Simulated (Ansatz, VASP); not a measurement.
## Nb3Tl in VASP and in Ansatz

```
CELL_PARAMETERS angstrom
5.29700 0.00000 0.00000
0.00000 5.29700 0.00000
0.00000 0.00000 5.29700
ATOMIC_POSITIONS crystal
Nb 0.25000 0.00000 0.50000
Nb 0.50000 0.75000 0.00000
Nb 0.75000 0.00000 0.50000
Nb 0.50000 0.25000 0.00000
Nb 0.00000 0.50000 0.75000
Nb 0.00000 0.50000 0.25000
Tl 0.00000 0.00000 0.00000
Tl 0.50000 0.50000 0.50000
```

Alike in both runs: task electric field gradients; functional PBE; k mesh 6 × 6 × 6; occupations fermi-dirac, width 0.05 eV; no spin polarisation.

|  | VASP | Ansatz |
| --- | --- | --- |
| version | VASP 6.6.1 | Ansatz 0.2.0 |
| potentials or method | VASP PAW PBE potentials, release 64 (Nb_sv, Tl_d) | plane-wave PAW, scalar-relativistic |
| plane-wave cutoff (eV) | 520 | 420 |
| valence electrons in the cell | 104 | 104 |

```tsv
	VASP	Ansatz	Ansatz less VASP
pressure (GPa)	4.2	4.4	+0.26
size of Vzz on the site where it differs most (V/Å²)	66.4	62.2	-4.16
```

With one functional, cell and mesh, what is left measures potentials, basis and numerics.

Spin-orbit coupling is off throughout.
